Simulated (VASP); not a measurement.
# TiO2 (P4_2/mnm) in VASP: notebook, part 2 of 2

VASP 6.6.1. The steps go on from the part before.

## Step 3: Single point, PBE+D4

This run uses another cell than the first one, of 10.85 Å³/atom.

File INCAR:

```
PREC     = Accurate       # precision mode
ENCUT    = 520            # plane-wave cutoff, eV
EDIFF    = 1E-6           # SCF threshold, eV
ISMEAR   = -1             # smearing method
SIGMA    = 0.05           # smearing width, eV
LREAL    = False          # projectors in reciprocal space
LASPH    = True           # aspherical terms in the spheres
NELM     = 100            # most SCF steps
ALGO     = Normal         # electronic algorithm
ISIF     = 2              # what is computed and relaxed
LWAVE    = False          # write WAVECAR
LCHARG   = False          # write CHGCAR
GGA      = PE             # functional
IVDW     = 13             # dispersion correction
NBANDS   = 33             # bands
```

File KPOINTS:

```
regular mesh
0
Gamma
  6 6 9
```

File POSCAR:

```
TiO2
1.0
    4.6603684408      0.0000000000      0.0000000000
    0.0000000000      4.6603684408      0.0000000000
    0.0000000000      0.0000000000      2.9981550462
Ti O
2 4
Direct
    0.0000000000      0.0000000000      0.5000000000
    0.5000000000      0.5000000000      0.0000000000
    0.3043213200      0.3043213200      0.5000000000
    0.1956786800      0.8043213200      0.0000000000
    0.8043213200      0.1956786800      0.0000000000
    0.6956786800      0.6956786800      0.5000000000
```

Potentials or basis: VASP PAW PBE potentials, release 64 (Ti_sv, O).

On the command line:

```sh
> cat potpaw_PBE.64/Ti_sv/POTCAR potpaw_PBE.64/O/POTCAR > POTCAR
> mpirun -np 1 vasp_std > vasp.out
```

OUTCAR:

```text
PREC = Accurate
   ENCUT = 520
   EDIFF = 1E-6
   ISMEAR = -1
   LREAL = False
   LASPH = True
   NELM = 100
   ISIF = 2
   GGA = PE
   IVDW = 13

 ion  position               nearest neighbor table
   1  0.000  0.000  0.500-   4 1.98   5 1.98   4 1.98   5 1.98   3 2.01   6 2.01
   2  0.500  0.500  0.000-   3 1.98   6 1.98   3 1.98   6 1.98   5 2.01   4 2.01
   3  0.304  0.304  0.500-   2 1.98   2 1.98   1 2.01
   4  0.196  0.804  0.000-   1 1.98   1 1.98   2 2.01
   5  0.804  0.196  0.000-   1 1.98   1 1.98   2 2.01
   6  0.696  0.696  0.500-   2 1.98   2 1.98   1 2.01

  LATTYP: Found a simple tetragonal cell.
 ALAT       =     4.6603684408
 C/A-ratio  =     0.6433300466

  Lattice vectors:

 A1 = (   4.6603684408,   0.0000000000,   0.0000000000)
 A2 = (   0.0000000000,   4.6603684408,   0.0000000000)
 A3 = (   0.0000000000,   0.0000000000,   2.9981550462)

Analysis of symmetry for initial positions (statically):
=====================================================================
 Subroutine PRICEL returns:
 Original cell was already a primitive cell.

 Routine SETGRP: Setting up the symmetry group for a
 simple tetragonal supercell.

 Subroutine GETGRP returns: Found 16 space group operations
 (whereof  8 operations were pure point group operations)
 out of a pool of 16 trial point group operations.

The static configuration has the point symmetry D_2h.
 The point group associated with its full space group is D_4h.

Analysis of symmetry for dynamics (positions and initial velocities):
=====================================================================
 Subroutine PRICEL returns:
 Original cell was already a primitive cell.

 Routine SETGRP: Setting up the symmetry group for a
 simple tetragonal supercell.

 Subroutine GETGRP returns: Found 16 space group operations
 (whereof  8 operations were pure point group operations)
 out of a pool of 16 trial point group operations.

The dynamic configuration has the point symmetry D_2h.
 The point group associated with its full space group is D_4h.

 Subroutine INISYM returns: Found 16 space group operations
 (whereof  8 operations are pure point group operations),
 and found     1 'primitive' translations

----------------------------------------------------------------------------------------

                                     Primitive cell

  volume of cell :      65.1170

  direct lattice vectors                    reciprocal lattice vectors
     4.660368441  0.000000000  0.000000000     0.214575309  0.000000000  0.000000000
     0.000000000  4.660368441  0.000000000     0.000000000  0.214575309  0.000000000
     0.000000000  0.000000000  2.998155046     0.000000000  0.000000000  0.333538454

  length of vectors
     4.660368441  4.660368441  2.998155046     0.214575309  0.214575309  0.333538454

  position of ions in fractional coordinates (direct lattice)
     0.000000000  0.000000000  0.500000000
     0.500000000  0.500000000  0.000000000
     0.304321320  0.304321320  0.500000000
     0.195678680  0.804321320  0.000000000
     0.804321320  0.195678680  0.000000000
     0.695678680  0.695678680  0.500000000

  ion indices of the primitive-cell ions
   primitive index   ion index
                 1           1
[... 34 lines left out ...]
  0.000000  0.000000  0.000000      1.000000
  0.166667  0.000000  0.000000      4.000000
  0.333333  0.000000  0.000000      4.000000
  0.500000  0.000000  0.000000      2.000000
  0.166667  0.166667  0.000000      4.000000
  0.333333  0.166667  0.000000      8.000000
[... 16 lines left out ...]
  0.333333  0.000000  0.222222      8.000000
  0.500000  0.000000  0.222222      4.000000
 [... further k-points ...]
   k-points           NKPTS =     50   k-points in BZ     NKDIM =     50   number of bands    NBANDS=     33
   number of dos      NEDOS =    301   number of ions     NIONS =      6
   total plane-waves  NPLWV =  31104
   dimension x,y,z NGX =    36 NGY =   36 NGZ =   24
   dimension x,y,z NGXF=    72 NGYF=   72 NGZF=   48
   ions per type =               2   4
   NGX,Y,Z   is equivalent  to a cutoff of  12.84, 12.84, 13.31 a.u.
   NGXF,Y,Z  is equivalent  to a cutoff of  25.68, 25.68, 26.62 a.u.
 SYSTEM =  unknown system
   PREC   = accura    normal or accurate (medium, high low for compatibility)
   ISTART =      0    job   : 0-new  1-cont  2-samecut
   ICHARG =      2    charge: 1-file 2-atom 10-const
   ISPIN  =      1    spin polarized calculation?
   LNONCOLLINEAR =      F non collinear calculations
   LSORBIT =      F    spin-orbit coupling
   LASPH  =      T    aspherical Exc in radial PAW
   ENCUT  =  520.0 eV  38.22 Ry    6.18 a.u.   8.67  8.67  5.57*2*pi/ulx,y,z
   NELM   =    100;   NELMIN=  2; NELMDL= -5     # of ELM steps
   EDIFF  = 0.1E-05   stopping-criterion for ELM
   LREAL  =      F    real-space projection
   EDIFFG = 0.1E-04   stopping-criterion for IOM
   NSW    =      0    number of steps for IOM
   IBRION =     -1    ionic relax: 0-MD 1-quasi-New 2-CG
   NFREE  =      0    steps in history (QN), initial steepest desc. (CG)
   ISIF   =      2    stress and relaxation
   ISYM   =      2    0-nonsym 1-usesym 2-fastsym
   POTIM  = 0.5000    time-step for ionic-motion
   TEBEG  =    0.0;   TEEND  =   0.0 temperature during run
   PSTRESS=    0.0 pullay stress
   NELECT =      48.0000    total number of electrons
   NUPDOWN=      -1.0000    fix difference up-down
   EMIN   =  10.00;   EMAX   =-10.00  energy-range for DOS
   EFERMI =   0.00;   METHOD = LEGACY
   ISMEAR =    -1;   SIGMA  =   0.05  broadening in eV -4-tet -1-fermi 0-gaus
   EFERMI_NEDOS =   21; number of points for ismear=-14 and -15
   IALGO  =     38    algorithm
   IMIX   =      4    mixing-type and parameters
     AMIX     =   0.40;   BMIX     =  1.00
     AMIX_MAG =   1.60;   BMIX_MAG =  1.00
  volume/ion in A,a.u.               =      10.85        73.24
  Fermi-wavevector in a.u.,A,eV,Ry     =   1.478849  2.794619 29.755848  2.186993
  Thomas-Fermi vector in A             =   2.593079
   LORBIT       =      0    0 simple, 1 ext, 2 COOP (PROOUT), +10 PAW based schemes
   GGA     = PE    functional components
   LHFCALC =     F    Hartree Fock is set to
   AEXX    =    0.0000 exact exchange contribution
   IVDW    =    13    specifies the selected vdW correction
   LEPSILON=     F    determine dielectric tensor
   LRPA    =     F    only Hartree local field effects (RPA)
 non-spin polarized calculation
  energy-cutoff  :      520.00
  volume of cell :       65.12
 maximum number of plane-waves:      1787
 NGX is ok and might be reduce to    36
   NGX = 17   NGY = 17   NGZ = 11

 number of electron      48.0000015 magnetization

 Free energy of the ion-electron system (eV)
  ---------------------------------------------------
  ext. energy  EPLUGINS =         0.00000000
  ---------------------------------------------------
  free energy    TOTEN  =       -53.66095729 eV

  energy without entropy =      -53.66095729  energy(sigma->0) =      -53.66095729

 E-fermi :   5.2763     XC(G=0): -11.1902

 val. band max:        4.4312535535   @ k =   0.0000   0.0000   0.0000
 cond. band min:       6.1765763597   @ k =   0.0000   0.0000   0.0000
 fundamental gap:      1.7453228062
 Fermi energy:         5.2762826791

 k-point     1 :       0.0000    0.0000    0.0000
  band No.  band energies     occupation
      1     -52.6457      2.00000
      2     -52.6321      2.00000
      3     -28.9139      2.00000
      4     -28.9139      2.00000
      5     -28.7760      2.00000
      6     -28.7760      2.00000
[... 853 lines left out ...]
     32       9.3173      0.00000
     33      10.6062      0.00000

 [... further k-points ...]

------------------------ aborting loop because EDIFF is reached ----------------------------------------

  DFT-D4 for vdW energy calculation

  Edisp (eV):   -1.17881

  FORCE on cell =-STRESS in cart. coord.  units (eV):
  Direction    XX          YY          ZZ          XY          YZ          ZX
  --------------------------------------------------------------------------------------
  -------------------------------------------------------------------------------------
  Total      -2.73253    -2.73253    -3.81283     0.00000     0.00000     0.00000
  in kB     -67.23277   -67.23277   -93.81316     0.00000     0.00000     0.00000
  external pressure =      -76.09 kB  Pullay stress =        0.00 kB

 VOLUME and BASIS-vectors are now :
 -----------------------------------------------------------------------------
  energy-cutoff  :      520.00
  volume of cell :       65.12
      direct lattice vectors                 reciprocal lattice vectors
     4.660368441  0.000000000  0.000000000     0.214575309  0.000000000  0.000000000
     0.000000000  4.660368441  0.000000000     0.000000000  0.214575309  0.000000000
     0.000000000  0.000000000  2.998155046     0.000000000  0.000000000  0.333538454

 POSITION                                       TOTAL-FORCE (eV/Angst)
 -----------------------------------------------------------------------------------
      0.00000      0.00000      1.49908        -0.000000     -0.000000      0.000000
      2.33018      2.33018      0.00000        -0.000000     -0.000000      0.000000
      1.41825      1.41825      1.49908         0.120937      0.120937     -0.000000
      0.91193      3.74843      0.00000        -0.120937      0.120937     -0.000000
      3.74843      0.91193      0.00000         0.120937     -0.120937      0.000000
      3.24212      3.24212      1.49908        -0.120937     -0.120937      0.000000
 -----------------------------------------------------------------------------------
    total drift:                                0.000000      0.000000      0.000000

  FREE ENERGIE OF THE ION-ELECTRON SYSTEM (eV)
  ---------------------------------------------------
  free  energy   TOTEN  =       -54.8397674779 eV

  energy  without entropy=      -54.8397674765  energy(sigma->0) =      -54.83976748
```

Wall time 42 s (1 thread of Intel Xeon 6975P-C (Granite Rapids), shared host); peak memory 0.22 GiB.

Results:

```
Free energy                : -54.8398 eV
Pressure                   : -7.6 GPa
Largest force              : 0.171 eV/Å
Band gap on the k mesh     : 1.75 eV
Dispersion energy per atom : -0.196 eV
```

Forces on the atoms (eV/Å):
```
Ti   0.000  0.000  0.000
Ti   0.000  0.000  0.000
O    0.121  0.121  0.000
O   -0.121  0.121  0.000
O    0.121 -0.121  0.000
O   -0.121 -0.121  0.000
```

Stress tensor (GPa, compression positive):
```
-6.72  0.00  0.00
 0.00 -6.72  0.00
 0.00  0.00 -9.38
```

Caveat: the cell stands under tension; an odd mesh through Γ misses points on the zone boundary, where band edges can lie.

## Step 4: Single point, PBE+D4

This run uses another cell than the first one, of 11.06 Å³/atom.

File INCAR:

```
SYSTEM = TiO2
ALGO = Normal
EDIFF = 1E-7
ENCUT = 520
GGA = PE
ISIF = 2
ISMEAR = -1
IVDW = 13
LASPH = .TRUE.
LCHARG = .TRUE.
LELF = .TRUE.
LREAL = .FALSE.
LVHAR = .TRUE.
LWAVE = .FALSE.
NBANDS = 33
NELM = 80
PREC = Accurate
SIGMA = 0.05
```

File KPOINTS:

```
k-points
0
G
  6 6 9
  0 0 0
```

POSCAR: that of step 3 with these lines changed.

```diff
@@ -2,5 +2,5 @@
 1.0
-    4.6603684408      0.0000000000      0.0000000000
-    0.0000000000      4.6603684408      0.0000000000
-    0.0000000000      0.0000000000      2.9981550462
+    4.6900531165      0.0000000000      0.0000000000
+    0.0000000000      4.6900531165      0.0000000000
+    0.0000000000      0.0000000000      3.0172520901
 Ti O
```

On the command line:

```sh
> cat potpaw_PBE.64/Ti_sv/POTCAR potpaw_PBE.64/O/POTCAR > POTCAR
> mpirun -np 1 vasp_std > vasp.out
```

Wall time 55 s (1 thread of Intel Xeon 6975P-C (Granite Rapids), shared host); peak memory 0.22 GiB.

It converged, with:

```
Free energy                : -54.7675 eV
Pressure                   : -11.3 GPa
Largest force              : 0.249 eV/Å
Band gap on the k mesh     : 1.70 eV
Dispersion energy per atom : -0.192 eV
```

Forces on the atoms (eV/Å):
```
Ti   0.000  0.000  0.000
Ti   0.000  0.000  0.000
O    0.176  0.176  0.000
O   -0.176  0.176  0.000
O    0.176 -0.176  0.000
O   -0.176 -0.176  0.000
```

Stress tensor (GPa, compression positive):
```
-10.09   0.00   0.00
  0.00 -10.09   0.00
  0.00   0.00 -13.68
```

Levels at points of the mesh, in eV from the valence-band top:
```csv
k point,band 20,band 21,band 22,band 23,band 24,band 25,band 26,band 27,band 28,band 29
"(0.00, 0.00, 0.00)",-1.94,-0.72,-0.45,-0.45,0.00,1.70,1.95,2.19,2.27,2.27
"(0.50, 0.00, 0.00)",-2.95,-1.60,-1.60,-0.69,-0.69,2.29,2.29,2.74,2.74,3.25
"(0.50, 0.50, 0.00)",-2.02,-1.30,-1.30,-1.07,-1.07,1.72,1.72,2.29,2.29,3.49
```

Caveat: the cell stands under tension; an odd mesh through Γ misses points on the zone boundary, where band edges can lie.

## Step 5: Single point, PBE

This run uses another cell than the first one, of 11.06 Å³/atom.

File INCAR:

```
PREC = Accurate ; ENCUT = 520
EDIFF = 1E-7 ; ISMEAR = -1
SIGMA = 0.05 ; LREAL = False
LASPH = True ; NELM = 80
ALGO = Normal ; ISIF = 2
LWAVE = False ; LCHARG = False
GGA = PE ; NBANDS = 33
```

File KPOINTS:

```
Automatic mesh
0
Gamma
  6 6 9
```

POSCAR is that of step 4.

On the command line:

```sh
> cat potpaw_PBE.64/Ti_sv/POTCAR potpaw_PBE.64/O/POTCAR > POTCAR
> mpirun -np 1 vasp_std > vasp.out
```

It took 50 s on 1 thread of Intel Xeon 6975P-C (Granite Rapids), shared host; peak memory 0.22 GiB.

The run converged. Its results:

| Quantity | Value |
| --- | --- |
| Free energy | -53.6163 eV |
| Pressure | -7.8 GPa |
| Largest force | 0.235 eV/Å |
| Band gap on the k mesh | 1.70 eV |

Forces in eV/Å, atoms in the order of the input:
```
Ti   0.000  0.000  0.000
Ti   0.000  0.000  0.000
O    0.166  0.166  0.000
O   -0.166  0.166  0.000
O    0.166 -0.166  0.000
O   -0.166 -0.166  0.000
```

Stress tensor (GPa, compression positive):
```
 -6.62   0.00   0.00
  0.00  -6.62   0.00
  0.00   0.00 -10.26
```

Levels at points of the mesh, in eV from the valence-band top:
```tsv
k point	band 22	band 23	band 24	band 25	band 26	band 27
(0.00, 0.00, 0.00)	-0.45	-0.45	0.00	1.70	1.95	2.19
(0.50, 0.00, 0.00)	-1.60	-0.69	-0.69	2.29	2.29	2.74
(0.50, 0.50, 0.00)	-1.30	-1.07	-1.07	1.72	1.72	2.29
```

Caveat: the cell stands under tension; an odd mesh through Γ misses points on the zone boundary, where band edges can lie.

## Step 6: Single point, PBEsol+D3(BJ)

This run uses another cell than the first one, of 10.44 Å³/atom.

File INCAR:

```
ALGO = Normal ; EDIFF = 1E-7
ENCUT = 520 ; GGA = PS
ISIF = 2 ; ISMEAR = -1
IVDW = 12 ; LASPH = T
LCHARG = T ; LELF = T
LREAL = F ; LVHAR = T
LWAVE = F ; NBANDS = 33
NELM = 100 ; PREC = Accurate
SIGMA = 0.05
```

File KPOINTS:

```
k-points
0
Gamma
  6 6 9
```

POSCAR: that of step 5 with these lines changed.

```diff
@@ -2,5 +2,5 @@
 1.0
-    4.6900531165      0.0000000000      0.0000000000
-    0.0000000000      4.6900531165      0.0000000000
-    0.0000000000      0.0000000000      3.0172520901
+    4.5998373239      0.0000000000      0.0000000000
+    0.0000000000      4.5998373239      0.0000000000
+    0.0000000000      0.0000000000      2.9592135600
 Ti O
```

Potentials or basis: VASP PAW PBE potentials, release 64 (Ti_sv, O).

On the command line:

```sh
> cat potpaw_PBE.64/Ti_sv/POTCAR potpaw_PBE.64/O/POTCAR > POTCAR
> mpirun -np 1 vasp_std > vasp.out
```

Wall time 46 s (1 thread of Intel Xeon 6975P-C (Granite Rapids), shared host); peak memory 0.23 GiB.

The run converged. Its results:

```
Free energy                : -57.3683 eV
Pressure                   : -5.4 GPa
Largest force              : 0.048 eV/Å
Band gap on the k mesh     : 1.80 eV
Dispersion energy per atom : -0.212 eV
```

Forces on the atoms (eV/Å):
```
Ti   0.000  0.000  0.000
Ti   0.000  0.000  0.000
O    0.034  0.034  0.000
O   -0.034  0.034  0.000
O    0.034 -0.034  0.000
O   -0.034 -0.034  0.000
```

Stress tensor (GPa, compression positive):
```
-4.81  0.00  0.00
 0.00 -4.81  0.00
 0.00  0.00 -6.63
```

Levels at points of the mesh, in eV from the valence-band top:
```tsv
k point	band 21	band 22	band 23	band 24	band 25	band 26	band 27	band 28
(0.00, 0.00, 0.00)	-0.71	-0.46	-0.46	0.00	1.80	2.08	2.35	2.45
(0.50, 0.00, 0.00)	-1.67	-1.67	-0.76	-0.76	2.47	2.47	2.98	2.98
(0.50, 0.50, 0.00)	-1.32	-1.32	-1.09	-1.09	1.84	1.84	2.47	2.47
```

Caveat: three body term missing; the cell stands under tension; the PAW data sets were made with another functional, which shifts forces and pressure a little; an odd mesh through Γ misses points on the zone boundary, where band edges can lie.

## Step 7: Summary

```csv
level,cell,gap on the mesh (eV),pressure (GPa),largest force (eV/Å)
PBE+D4,"a = 4.630, b = 4.630, c = 2.979 Å, 6 atoms",1.79,-3.6,0.09
PBE+D4,"a = 4.660, b = 4.660, c = 2.998 Å, 6 atoms",1.75,-7.6,0.17
PBE+D4,"a = 4.690, b = 4.690, c = 3.017 Å, 6 atoms",1.70,-11.3,0.25
PBE,"a = 4.690, b = 4.690, c = 3.017 Å, 6 atoms",1.70,-7.8,0.23
PBEsol+D3(BJ),"a = 4.600, b = 4.600, c = 2.959 Å, 6 atoms",1.80,-5.4,0.05
```

Alike in all rows: task single point; potentials or basis VASP PAW PBE potentials, release 64 (Ti_sv, O); no spin polarisation; k mesh 6 × 6 × 9; cutoff (eV) 520; smearing fermi-dirac 0.05 eV.

Caveats: the cell stands under tension; an odd mesh through Γ misses points on the zone boundary, where band edges can lie; three body term missing (at least some runs); the PAW data sets were made with another functional, which shifts forces and pressure a little (at least some runs).

Total energies depend on the potentials used, so only differences within one code and one set of settings carry meaning.
